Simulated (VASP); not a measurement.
Crystal: Sn.

```
Sn
1.0
     6.24824    0.00000    0.00000
    -3.12412    5.41114    0.00000
     0.00000    0.00000    4.94630
Sn
6
Direct
  0.00000 0.00000 0.00000
  0.50000 0.00000 0.50000
  0.50000 0.50000 0.50000
  0.00000 0.50000 0.50000
  0.33333 0.66667 0.00000
  0.66667 0.33333 0.00000
```

This isn't the form of Sn at room conditions, which is tetragonal (white tin).

```yaml
Program: VASP 6.6.1
Task: relaxation of cell and atoms
Functional: PBE
Potentials_or_basis: VASP PAW PBE potentials, release 64 (Sn_d)
Cutoff: 600 eV
k_mesh: 3 × 3 × 4
Occupations: gaussian, width 0.1 eV
Spin: no spin polarisation
```

At the start: pressure 5.8 GPa; volume 27.87 Å³/atom.

Task: Where does the relaxation end?

Result: Over 6 steps the energy falls by 108.5 meV/atom and the volume is 30.53 Å³/atom (+9.5 %); space group P6/mmm (No. 191, to 0.1 Å) before and after.

The path:
```csv
step,energy change (eV),largest force (eV/Å),pressure (GPa),volume (Å³)
1,0.0000,0.0000,5.79,167.23
2,-0.5526,0.0000,-1.83,192.49
3,-0.5628,0.0000,-1.18,189.35
4,-0.6457,0.0000,-0.55,185.87
5,-0.6487,0.0000,-0.39,185.14
6,-0.6510,0.0000,0.08,183.18
```

Final structure:
```yaml
crystal:
  lattice:
    - [6.21887, 0.00000, 0.00000]
    - [-3.10943, 5.38570, 0.00000]
    - [0.00000, 0.00000, 5.46921]
  atoms:
    - { symbol: Sn, position: [0.00000, 0.00000, 0.00000] }
    - { symbol: Sn, position: [0.50000, 0.00000, 0.50000] }
    - { symbol: Sn, position: [0.50000, 0.50000, 0.50000] }
    - { symbol: Sn, position: [0.00000, 0.50000, 0.50000] }
    - { symbol: Sn, position: [0.33333, 0.66667, 0.00000] }
    - { symbol: Sn, position: [0.66667, 0.33333, 0.00000] }
```

Caveat: the k points lie up to 0.39 Å⁻¹ apart in the final cell, too coarse for converged energies and pressures of a metal.
